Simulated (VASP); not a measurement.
A run of VASP 6.6.1 is set up as follows.

Contents of INCAR:

```
SYSTEM = Ir
PREC = Accurate
ENCUT = 520
EDIFF = 1E-6
ISMEAR = -1
SIGMA = 0.05
LREAL = .FALSE.
LASPH = .TRUE.
NELM = 150
ALGO = Normal
ISIF = 2
LWAVE = .FALSE.
LCHARG = .FALSE.
LNONCOLLINEAR = .TRUE.
MAGMOM = 0.087 -0.159 -0.187
LORBIT = 11
LMAXMIX = 4
GGA = RE
IVDW = 13
NBANDS = 20
```

KPOINTS

```
regular mesh
0
G
  9 9 9
  0 0 0
```

POSCAR

```
Ir
1.0
   -0.0000027801      1.9117267768      1.9118738341
    1.9118336404     -0.0000007665      1.9118691901
    1.9118358404      1.9117267978     -0.0000023310
Ir
1
Direct
    0.0000000000      0.0000000000      0.0000000000
```

Potentials or basis: VASP PAW PBE potentials, release 64 (Ir).

Launch:

```console
$ cat potpaw_PBE.64/Ir/POTCAR > POTCAR
$ mpirun -np 1 vasp_ncl > vasp.out
```

**Question.** What does it give for the net moment?

**Answer.** 0.00 μB per cell.

**Question.** Estimate the pressure.

**Answer.** 0.6 GPa.

**Question.** Estimate the dispersion energy per atom.

**Answer.** -1.501 eV.

Moments on the atoms (μB; x, y, z):
```
Ir  0.00 0.00 0.00
```

Caveat: the cell differs from its parent crystal (the cell strained at random); the PAW data sets were made with another functional, which shifts forces and pressure a little; pairwise dispersion overbinds metals, which lowers pressure and volume.
